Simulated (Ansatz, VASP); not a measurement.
One calculation of PbO, two programs

```
Pb O
1.0
     3.97440   -0.03974   -0.03974
    -0.03974    3.97440   -0.03974
    -0.05022   -0.05022    5.02200
Pb O
2 2
Direct
  0.00000 0.50000 0.23510
  0.50000 0.00000 0.76490
  0.00000 0.00000 0.00000
  0.50000 0.50000 0.00000
```

Change from the starting cell: equal xy, yz and zx shear strains of -2 %.

Alike in both runs: task single point; functional LDA; k mesh 7 × 7 × 6; occupations fermi-dirac, width 0.03 eV; no spin polarisation.

|  | VASP | Ansatz |
| --- | --- | --- |
| version | VASP 6.6.1 | Ansatz 0.2.0 |
| potentials or method | VASP PAW LDA potentials, release 64 (Pb_d, O), cutoff 520 eV | all-electron LAPW, scalar-relativistic |

VASP gave:

| Item | Value |
| --- | --- |
| gap on the k mesh at the Fermi level (eV) | 1.42 |
| pressure (GPa) | -1.5 |
| traceless stress, the component that is largest in VASP (GPa) | 1.21 |
| rms of the force components (eV/Å) | 0.092 |

Estimate Ansatz's values.

gap on the k mesh at the Fermi level (eV): 1.44; pressure (GPa): -1.7; traceless stress, the component that is largest in VASP (GPa): 1.22; rms of the force components (eV/Å): 0.102.

LDA's correlation is that of Perdew and Zunger in VASP and of Perdew and Wang (1992) in Ansatz. Atom by atom the forces differ by 0.028 eV/Å (rms over components). Ansatz ran all-electron here, and VASP with PAW potentials.

Neither program's run includes spin-orbit coupling.
